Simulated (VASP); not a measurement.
# KMgBr3 (Cmmm) in VASP: single point with PBE

Aim: the single point of KMgBr3 with PBE.

All numbers are computed with VASP 6.6.1; they aren't measurements. Logs are shortened: lines on timing, memory, paths and dates and some standing lists are left out, and cuts for length are marked.

**1. The cell of the first run**

The structure is orthorhombic, space group Cmmm (No. 65). Conventional cell: a = 7.387 Å, b = 7.612 Å, c = 5.303 Å, α = 90.00°, β = 90.00°, γ = 90.00°. Within 4.9 Å of K (site symmetry mmm) lie 12 Br at 3.69 to 3.81 Å and 8 Mg at 4.55 to 4.64 Å. Within 3.5 Å of Mg (site symmetry mmm) lie 6 Br at 2.65 Å. Within 3.5 Å of Br (site symmetry mmm) lie 2 Mg at 2.65 Å. Within 3.5 Å of Br (site symmetry 2/m) lie 2 Mg at 2.65 Å.

**2. Single point, PBE (shear xy strain -3.0%)**

The input, INCAR:

```
  PREC = Accurate
  ENCUT = 520
  EDIFF = 1E-7
  ISMEAR = -1
  SIGMA = 0.02
  LREAL = False
  LASPH = True
  NELM = 80
  ALGO = Normal
  ISIF = 2
  LWAVE = False
  LCHARG = False
  GGA = PE
  NBANDS = 24
```

The input, KPOINTS:

```
regular mesh
0
Gamma
  6 6 6
```

The input, POSCAR:

```
KMgBr3
1.0
    5.3031670886     -0.0795475063      0.0000000000
   -0.0795475063      5.3031670886      0.0000000000
    0.0000000000      0.0000000000      5.3031670886
K Mg Br
1 1 3
Direct
    0.0000000000      0.0000000000      0.0000000000
    0.5000000000      0.5000000000      0.5000000000
    0.5000000000      0.5000000000      0.0000000000
    0.5000000000      0.0000000000      0.5000000000
    0.0000000000      0.5000000000      0.5000000000
```

Potentials or basis: VASP PAW PBE potentials, release 64 (K_sv, Mg, Br).

On the command line:

```
> cat potpaw_PBE.64/K_sv/POTCAR potpaw_PBE.64/Mg/POTCAR potpaw_PBE.64/Br/POTCAR > POTCAR
> mpirun -np 1 vasp_std > vasp.out
```

OUTCAR:

```text
PREC = Accurate
   ENCUT = 520
   EDIFF = 1E-7
   ISMEAR = -1
   LREAL = False
   LASPH = True
   NELM = 80
   ISIF = 2
   GGA = PE

 ion  position               nearest neighbor table
   1  0.000  0.000  0.000-
   2  0.500  0.500  0.500-   3 2.65   3 2.65   5 2.65   4 2.65   4 2.65   5 2.65
   3  0.500  0.500  0.000-   2 2.65   2 2.65
   4  0.500  0.000  0.500-   2 2.65   2 2.65
   5  0.000  0.500  0.500-   2 2.65   2 2.65

  LATTYP: Found a base centered orthorhombic cell.
 ALAT       =     7.3873136580
 B/A-ratio  =     1.0304568528
 C/A-ratio  =     0.7178749048

  Lattice vectors:

 A1 = (   5.3031670886,  -0.0795475063,   0.0000000000)
 A2 = (  -0.0795475063,   5.3031670886,   0.0000000000)
 A3 = (   0.0000000000,   0.0000000000,   5.3031670886)

Analysis of symmetry for initial positions (statically):
=====================================================================
 Subroutine PRICEL returns:
 Original cell was already a primitive cell.

 Routine SETGRP: Setting up the symmetry group for a
 base centered orthorhombic supercell.

 Subroutine GETGRP returns: Found  8 space group operations
 (whereof  8 operations were pure point group operations)
 out of a pool of  8 trial point group operations.

The static configuration has the point symmetry D_2h.

Analysis of symmetry for dynamics (positions and initial velocities):
=====================================================================
 Subroutine PRICEL returns:
 Original cell was already a primitive cell.

 Routine SETGRP: Setting up the symmetry group for a
 base centered orthorhombic supercell.

 Subroutine GETGRP returns: Found  8 space group operations
 (whereof  8 operations were pure point group operations)
 out of a pool of  8 trial point group operations.

The dynamic configuration has the point symmetry D_2h.

 Subroutine INISYM returns: Found  8 space group operations
 (whereof  8 operations are pure point group operations),
 and found     1 'primitive' translations

----------------------------------------------------------------------------------------

                                     Primitive cell

  volume of cell :     149.1105

  direct lattice vectors                    reciprocal lattice vectors
     5.303167089 -0.079547506  0.000000000     0.188609002  0.002829135  0.000000000
    -0.079547506  5.303167089  0.000000000     0.002829135  0.188609002  0.000000000
     0.000000000  0.000000000  5.303167089     0.000000000  0.000000000  0.188566565

  length of vectors
     5.303763661  5.303763661  5.303167089     0.188630219  0.188630219  0.188566565

  position of ions in fractional coordinates (direct lattice)
     0.000000000  0.000000000  0.000000000
     0.500000000  0.500000000  0.500000000
     0.500000000  0.500000000  0.000000000
     0.500000000  0.000000000  0.500000000
     0.000000000  0.500000000  0.500000000

  ion indices of the primitive-cell ions
   primitive index   ion index
                 1           1
                 2           2
                 3           3
                 4           4
                 5           5

----------------------------------------------------------------------------------------

 KPOINTS: regular mesh

Automatic generation of k-mesh.
 Grid dimensions read from file:
 generate k-points for:    6    6    6

 Generating k-lattice:

  Cartesian coordinates                     Fractional coordinates (reciprocal lattice)
     0.031434834  0.000471523  0.000000000     0.166666667  0.000000000  0.000000000
     0.000471523  0.031434834  0.000000000     0.000000000  0.166666667  0.000000000
     0.000000000  0.000000000  0.031427761     0.000000000  0.000000000  0.166666667

  Length of vectors
     0.031438370  0.031438370  0.031427761

  Shift w.r.t. Gamma in fractional coordinates (k-lattice)
     0.000000000  0.000000000  0.000000000

 Subroutine IBZKPT returns following result:
 ===========================================

 Found     52 irreducible k-points:

 Following reciprocal coordinates:
            Coordinates               Weight
  0.000000  0.000000  0.000000      1.000000
  0.166667 -0.000000  0.000000      4.000000
  0.333333 -0.000000  0.000000      4.000000
  0.500000 -0.000000  0.000000      2.000000
  0.166667  0.166667  0.000000      2.000000
  0.333333  0.166667  0.000000      4.000000
[... 16 lines left out ...]
  0.333333  0.333333  0.166667      4.000000
  0.500000  0.333333  0.166667      8.000000
 [... further k-points ...]
   k-points           NKPTS =     52   k-points in BZ     NKDIM =     52   number of bands    NBANDS=     24
   number of dos      NEDOS =    301   number of ions     NIONS =      5
   total plane-waves  NPLWV =  64000
   dimension x,y,z NGX =    40 NGY =   40 NGZ =   40
   dimension x,y,z NGXF=    80 NGYF=   80 NGZF=   80
   ions per type =               1   1   3
   NGX,Y,Z   is equivalent  to a cutoff of  12.54, 12.54, 12.54 a.u.
   NGXF,Y,Z  is equivalent  to a cutoff of  25.08, 25.08, 25.08 a.u.
 SYSTEM =  unknown system
   PREC   = accura    normal or accurate (medium, high low for compatibility)
   ISTART =      0    job   : 0-new  1-cont  2-samecut
   ICHARG =      2    charge: 1-file 2-atom 10-const
   ISPIN  =      1    spin polarized calculation?
   LNONCOLLINEAR =      F non collinear calculations
   LSORBIT =      F    spin-orbit coupling
   LASPH  =      T    aspherical Exc in radial PAW
   ENCUT  =  520.0 eV  38.22 Ry    6.18 a.u.   9.86  9.86  9.86*2*pi/ulx,y,z
   NELM   =     80;   NELMIN=  2; NELMDL= -5     # of ELM steps
   EDIFF  = 0.1E-06   stopping-criterion for ELM
   LREAL  =      F    real-space projection
   EDIFFG = 0.1E-05   stopping-criterion for IOM
   NSW    =      0    number of steps for IOM
   IBRION =     -1    ionic relax: 0-MD 1-quasi-New 2-CG
   NFREE  =      0    steps in history (QN), initial steepest desc. (CG)
   ISIF   =      2    stress and relaxation
   ISYM   =      2    0-nonsym 1-usesym 2-fastsym
   POTIM  = 0.5000    time-step for ionic-motion
   TEBEG  =    0.0;   TEEND  =   0.0 temperature during run
   PSTRESS=    0.0 pullay stress
   NELECT =      32.0000    total number of electrons
   NUPDOWN=      -1.0000    fix difference up-down
   EMIN   =  10.00;   EMAX   =-10.00  energy-range for DOS
   EFERMI =   0.00;   METHOD = LEGACY
   ISMEAR =    -1;   SIGMA  =   0.02  broadening in eV -4-tet -1-fermi 0-gaus
   EFERMI_NEDOS =   21; number of points for ismear=-14 and -15
   IALGO  =     38    algorithm
   IMIX   =      4    mixing-type and parameters
     AMIX     =   0.40;   BMIX     =  1.00
     AMIX_MAG =   1.60;   BMIX_MAG =  1.00
  volume/ion in A,a.u.               =      29.82       201.25
  Fermi-wavevector in a.u.,A,eV,Ry     =   0.980141  1.852199 13.070808  0.960677
  Thomas-Fermi vector in A             =   2.111049
   LORBIT       =      0    0 simple, 1 ext, 2 COOP (PROOUT), +10 PAW based schemes
   GGA     = PE    functional components
   LHFCALC =     F    Hartree Fock is set to
   AEXX    =    0.0000 exact exchange contribution
   IVDW    =     0    specifies the selected vdW correction
   LEPSILON=     F    determine dielectric tensor
   LRPA    =     F    only Hartree local field effects (RPA)
 non-spin polarized calculation
  energy-cutoff  :      520.00
  volume of cell :      149.11
 maximum number of plane-waves:      4042
   NGX = 19   NGY = 19   NGZ = 19

 number of electron      31.9999990 magnetization

 Free energy of the ion-electron system (eV)
  ---------------------------------------------------
  ext. energy  EPLUGINS =         0.00000000
  ---------------------------------------------------
  free energy    TOTEN  =       -15.24758568 eV

  energy without entropy =      -15.24758568  energy(sigma->0) =      -15.24758568

 E-fermi :   0.4474     XC(G=0):  -8.0268

 val. band max:       -0.0166980634   @ k =   0.5000   0.5000   0.5000
 cond. band min:       2.7284197121   @ k =   0.0000   0.0000   0.0000
 fundamental gap:      2.7451177755
 Fermi energy:         0.4473824353

 k-point     1 :       0.0000    0.0000    0.0000
  band No.  band energies     occupation
      1     -28.8356      2.00000
      2     -13.8360      2.00000
      3     -13.0748      2.00000
      4     -13.0696      2.00000
      5     -12.3048      2.00000
      6     -12.3045      2.00000
[... 16 lines left out ...]
     23       6.5377      0.00000
     24       9.2984      0.00000

 k-point     2 :       0.1667   -0.0000    0.0000
  band No.  band energies     occupation
      1     -28.8355      2.00000
      2     -13.7991      2.00000
      3     -13.1224      2.00000
      4     -13.0719      2.00000
      5     -12.3040      2.00000
      6     -12.3037      2.00000
[... 16 lines left out ...]
     23       6.8572      0.00000
     24       9.0771      0.00000

 k-point     3 :       0.3333   -0.0000    0.0000
  band No.  band energies     occupation
      1     -28.8354      2.00000
      2     -13.7053      2.00000
      3     -13.2418      2.00000
      4     -13.0689      2.00000
      5     -12.3029      2.00000
      6     -12.3024      2.00000
[... 16 lines left out ...]
     23       7.6910      0.00000
     24       8.3639      0.00000
[... 514 lines left out ...]
 k-point    23 :       0.3333    0.3333    0.1667
  band No.  band energies     occupation
      1     -28.8351      2.00000
      2     -13.5333      2.00000
      3     -13.2901      2.00000
      4     -13.1866      2.00000
      5     -12.3031      2.00000
      6     -12.2908      2.00000
[... 16 lines left out ...]
     23       8.2498      0.00000
     24       8.6694      0.00000

 k-point    24 :       0.5000    0.3333    0.1667
  band No.  band energies     occupation
      1     -28.8351      2.00000
      2     -13.4642      2.00000
      3     -13.3302      2.00000
      4     -13.2088      2.00000
      5     -12.3053      2.00000
      6     -12.2885      2.00000
[... 16 lines left out ...]
     23       8.1444      0.00000
     24       8.6186      0.00000

 [... further k-points ...]

------------------------ aborting loop because EDIFF is reached ----------------------------------------

  FORCE on cell =-STRESS in cart. coord.  units (eV):
  Direction    XX          YY          ZZ          XY          YZ          ZX
  --------------------------------------------------------------------------------------
  -------------------------------------------------------------------------------------
  Total        0.7828539      0.7828539      0.7650925      0.4007735      0.0000000      0.0000000
  in kB        8.4116871      8.4116871      8.2208423      4.3062707      0.0000000      0.0000000
  external PRESSURE =       8.3480722 kB  Pullay stress =       0.0000000 kB

 VOLUME and BASIS-vectors are now :
 -----------------------------------------------------------------------------
  energy-cutoff  :      520.00
  volume of cell :      149.11
      direct lattice vectors                 reciprocal lattice vectors
     5.303167089 -0.079547506  0.000000000     0.188609002  0.002829135  0.000000000
    -0.079547506  5.303167089  0.000000000     0.002829135  0.188609002  0.000000000
     0.000000000  0.000000000  5.303167089     0.000000000  0.000000000  0.188566565

 POSITION                                       TOTAL-FORCE (eV/Angst)
 -----------------------------------------------------------------------------------
      0.00000      0.00000      0.00000        -0.000000      0.000000      0.000000
      2.61181      2.61181      2.65158        -0.000000     -0.000000      0.000000
      2.61181      2.61181      0.00000         0.000000      0.000000      0.000000
      2.65158     -0.03977      2.65158        -0.000000      0.000000      0.000000
     -0.03977      2.65158      2.65158        -0.000000      0.000000      0.000000
 -----------------------------------------------------------------------------------
    total drift:                                0.000000     -0.000000     -0.000000

  FREE ENERGIE OF THE ION-ELECTRON SYSTEM (eV)
  ---------------------------------------------------
  free  energy   TOTEN  =       -15.2475856833 eV

  energy  without entropy=      -15.2475856833  energy(sigma->0) =      -15.24758568
```

Wall time 76 s (1 thread of AMD EPYC 9R45 (Zen 5), shared host); peak memory 0.32 GiB.

Results:

- Free energy: -15.2476 eV
- Pressure: 0.8 GPa
- Band gap on the k mesh: 2.75 eV (least direct gap 3.16 eV)

Stress tensor (GPa, compression positive):
```
0.84 0.43 0.00
0.43 0.84 0.00
0.00 0.00 0.82
```

Caveat: the cell differs from its parent crystal (shear xy strain -3.0%).
